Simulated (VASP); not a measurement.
Wanted: the native input for a VASP 6.6.1 run.

```
Task                   : single point
Functional             : LDA
Potentials or basis    : VASP PAW LDA potentials, release 64 (Al, N)
Cutoff                 : 600 eV
k mesh                 : 8 × 8 × 8
Occupations            : gaussian, width 0.1 eV
Spin                   : no spin polarisation
Dipole correction      : no
Further INCAR settings : ALGO = Normal; EDIFF = 1e-06; NBANDS = 11
```

The structure of AlN (lda) lies in POSCAR:

```
AlN
1.0
    0.0000000000      2.1900000000      2.1900000000
    2.1900000000      0.0000000000      2.1900000000
    2.1900000000      2.1900000000      0.0000000000
Al N
1 1
Direct
    0.0000000000      0.0000000000      0.0000000000
    0.2500000000      0.2500000000      0.2500000000
```

One way to write it, as run:

INCAR

```
SYSTEM = AlN
  PREC = Accurate
  ENCUT = 600
  EDIFF = 1E-6
  ISMEAR = 0
  SIGMA = 0.1
  LREAL = .False.
  LASPH = .True.
  NELM = 120
  ALGO = Normal
  ISIF = 2
  LWAVE = .False.
  LCHARG = .False.
  GGA = CA
  NBANDS = 11
  GGA_COMPAT = .False.
```

KPOINTS

```
regular mesh
0
Gamma
  8 8 8
  0 0 0
```

Potentials or basis: VASP PAW LDA potentials, release 64 (Al, N).

The run is started by

```sh
$ cat potpaw_LDA.64/Al/POTCAR potpaw_LDA.64/N/POTCAR > POTCAR
$ mpirun -np 1 vasp_std > vasp.out
```

Results of the run:

The pressure is -4.7 GPa and the band gap on the k mesh is 3.22 eV, indirect (least direct gap 4.16 eV).

Run time: 8.2 s on 1 thread of Intel(R) Xeon(R) Platinum 8259CL CPU @ 2.50GHz (Skylake/Cascade Lake), with other jobs on the host, peak memory 0.14 GiB.
